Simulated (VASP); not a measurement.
# SnSe (Fm-3m) in VASP: electric field gradients with PBE

Aim: the electric field gradients of SnSe with PBE.

All numbers are computed with VASP 6.6.1; they aren't measurements. Logs are shortened: lines on timing, memory, paths and dates and some standing lists are left out, and cuts for length are marked.

### 1 The cell of the first run

Symmetry: Fm-3m, No. 225, cubic system. The conventional cell has a = 6.021 Å, b = 6.021 Å, c = 6.021 Å, α = 90.00°, β = 90.00°, γ = 90.00°. Within 4.0 Å of Sn (site symmetry m-3m) lie 6 Se at 3.01 Å. Se (site symmetry m-3m) has 6 Sn at 3.01 Å within 4.0 Å.

### 2 Electric field gradients, PBE

Input file INCAR:

```
  PREC = Accurate
  ENCUT = 520
  EDIFF = 1E-8
  ISMEAR = -1
  SIGMA = 0.05
  LREAL = F
  LASPH = T
  NELM = 100
  ALGO = Normal
  ISIF = 2
  LWAVE = F
  LCHARG = F
  GGA = PE
  LEFG = T
  NBANDS = 17
```

Input file KPOINTS:

```
Automatic mesh
0
Gamma
  9 9 9
```

Input file POSCAR:

```
SnSe
1.0
    0.0000000000      3.0104337128      3.0104337128
    3.0104337128      0.0000000000      3.0104337128
    3.0104337128      3.0104337128      0.0000000000
Sn Se
1 1
Direct
    0.0000000000      0.0000000000      0.0000000000
    0.5000000000      0.5000000000      0.5000000000
```

Potentials or basis: VASP PAW PBE potentials, release 64 (Sn_d, Se).

Launch:

```console
$ cat potpaw_PBE.64/Sn_d/POTCAR potpaw_PBE.64/Se/POTCAR > POTCAR
$ mpirun -np 1 vasp_std > vasp.out
```

OUTCAR:

```text
PREC = Accurate
   ENCUT = 520
   EDIFF = 1E-8
   ISMEAR = -1
   LREAL = F
   LASPH = T
   NELM = 100
   ISIF = 2
   GGA = PE

 ion  position               nearest neighbor table
   1  0.000  0.000  0.000-   2 3.01   2 3.01   2 3.01   2 3.01   2 3.01   2 3.01
   2  0.500  0.500  0.500-   1 3.01   1 3.01   1 3.01   1 3.01   1 3.01   1 3.01

  LATTYP: Found a face centered cubic cell.
 ALAT       =     6.0208674256

  Lattice vectors:

 A1 = (   0.0000000000,   3.0104337128,   3.0104337128)
 A2 = (   3.0104337128,   0.0000000000,   3.0104337128)
 A3 = (   3.0104337128,   3.0104337128,   0.0000000000)

Analysis of symmetry for initial positions (statically):
=====================================================================
 Subroutine PRICEL returns:
 Original cell was already a primitive cell.

 Routine SETGRP: Setting up the symmetry group for a
 face centered cubic supercell.

 Subroutine GETGRP returns: Found 48 space group operations
 (whereof 48 operations were pure point group operations)
 out of a pool of 48 trial point group operations.

The static configuration has the point symmetry O_h .

Analysis of symmetry for dynamics (positions and initial velocities):
=====================================================================
 Subroutine PRICEL returns:
 Original cell was already a primitive cell.

 Routine SETGRP: Setting up the symmetry group for a
 face centered cubic supercell.

 Subroutine GETGRP returns: Found 48 space group operations
 (whereof 48 operations were pure point group operations)
 out of a pool of 48 trial point group operations.

The dynamic configuration has the point symmetry O_h .

 Subroutine INISYM returns: Found 48 space group operations
 (whereof 48 operations are pure point group operations),
 and found     1 'primitive' translations

----------------------------------------------------------------------------------------

                                     Primitive cell

  volume of cell :      54.5654

  direct lattice vectors                    reciprocal lattice vectors
     0.000000000  3.010433713  3.010433713    -0.166089025  0.166089025  0.166089025
     3.010433713  0.000000000  3.010433713     0.166089025 -0.166089025  0.166089025
     3.010433713  3.010433713  0.000000000     0.166089025  0.166089025 -0.166089025

[... 114 lines left out ...]
 non-spin polarized calculation
  energy-cutoff  :      520.00
  volume of cell :       54.57
 maximum number of plane-waves:      1484
   NGX = 15   NGY = 15   NGZ = 15

 number of electron      20.0000005 magnetization

 Free energy of the ion-electron system (eV)
  ---------------------------------------------------
  ext. energy  EPLUGINS =         0.00000000
  ---------------------------------------------------
  free energy    TOTEN  =        -8.21435527 eV

  energy without entropy =       -8.21425337  energy(sigma->0) =       -8.21430432

 E-fermi :   5.8264     XC(G=0):  -9.5954

 val. band max:        5.5086742604   @ k =  -0.3333   0.1111   0.0000
 cond. band min:       6.1370263015   @ k =  -0.3333   0.1111   0.0000
 fundamental gap:      0.6283520411
 Fermi energy:         5.8264119058

 k-point     1 :       0.0000    0.0000    0.0000
  band No.  band energies     occupation
      1     -16.0209      2.00000
      2     -16.0209      2.00000
      3     -16.0209      2.00000
      4     -16.0185      2.00000
      5     -16.0185      2.00000
      6      -8.2763      2.00000
[... 457 lines left out ...]
      4     -16.0039      2.00000
      5     -16.0039      2.00000
      6      -7.1144      2.00000
[... 9 lines left out ...]
     16      17.2485      0.00000
     17      18.1919      0.00000

 [... further k-points ...]
[... 5 lines left out ...]
  --------------------------------------------------------------------------------------
  -------------------------------------------------------------------------------------
  Total        0.3432897      0.3432897      0.3432897     -0.0000000      0.0000000     -0.0000000
  in kB       10.0798518     10.0798518     10.0798518     -0.0000000      0.0000000     -0.0000000
  external PRESSURE =      10.0798518 kB  Pullay stress =       0.0000000 kB

 VOLUME and BASIS-vectors are now :
 -----------------------------------------------------------------------------
  energy-cutoff  :      520.00
  volume of cell :       54.57
      direct lattice vectors                 reciprocal lattice vectors
     0.000000000  3.010433713  3.010433713    -0.166089025  0.166089025  0.166089025
     3.010433713  0.000000000  3.010433713     0.166089025 -0.166089025  0.166089025
     3.010433713  3.010433713  0.000000000     0.166089025  0.166089025 -0.166089025

 POSITION                                       TOTAL-FORCE (eV/Angst)
 -----------------------------------------------------------------------------------
      0.00000      0.00000      0.00000         0.000000      0.000000      0.000000
      3.01043      3.01043      3.01043        -0.000000     -0.000000     -0.000000
 -----------------------------------------------------------------------------------
    total drift:                                0.000000     -0.000000     -0.000000

  FREE ENERGIE OF THE ION-ELECTRON SYSTEM (eV)
  ---------------------------------------------------
  free  energy   TOTEN  =        -8.2143552743 eV

  energy  without entropy=       -8.2142533733  energy(sigma->0) =       -8.21430432

 Electric field gradients (V/A^2)
---------------------------------------------------------------------
 ion       V_xx      V_yy      V_zz      V_xy      V_xz      V_yz
---------------------------------------------------------------------
   1      -0.000    -0.000    -0.000     0.002     0.002     0.002
   2       0.000    -0.000    -0.000    -0.000    -0.000    -0.000
---------------------------------------------------------------------

 Electric field gradients after diagonalization (V/A^2)
 (convention: |V_zz| > |V_xx| > |V_yy|)
----------------------------------------------------------------------
 ion       V_xx      V_yy      V_zz     asymmetry (V_yy - V_xx)/ V_zz
----------------------------------------------------------------------
   1      -0.002    -0.002     0.003       0.000
   2       0.000     0.000    -0.000       0.000
----------------------------------------------------------------------

           NMR quadrupolar parameters

 Cq : quadrupolar parameter    Cq=e*Q*V_zz/h
 eta: asymmetry parameters     (V_yy - V_xx)/ V_zz
 Q  : nuclear electric quadrupole moment in mb (millibarn)
----------------------------------------------------------------------
 ion       Cq(MHz)       eta       Q (mb)
----------------------------------------------------------------------
   1       0.000       0.000       1.000
   2      -0.000       0.000       1.000
----------------------------------------------------------------------
```

stdout:

```text
POSCAR found type information on POSCAR SnSe
 POSCAR found :  2 types and       2 ions
 scaLAPACK will be used
 LDA part: xc-table for (Slater+PW92), standard interpolation
 POSCAR, INCAR and KPOINTS ok, starting setup
 FFT: planning ... GRIDC
 FFT: planning ... GRID_SOFT
 FFT: planning ... GRID
 WAVECAR not read
 entering main loop
ion   1

ion   2
```

Run time: 22 s. Hardware: 1 thread of Intel Xeon Platinum 8488C (Sapphire Rapids), shared host; peak memory 0.18 GiB.

What came out:

```
Free energy : -8.2144 eV
Pressure    : 1.0 GPa
```

Caveat: this odd mesh misses L, where the gap lies, so gap, dielectric constants and Born charges aren't listed; without QUAD_EFG the Cq values of the log hold for a quadrupole moment of 1 mb, not for the nuclei; spin-orbit coupling is left out, which moves the levels of the heavy elements.
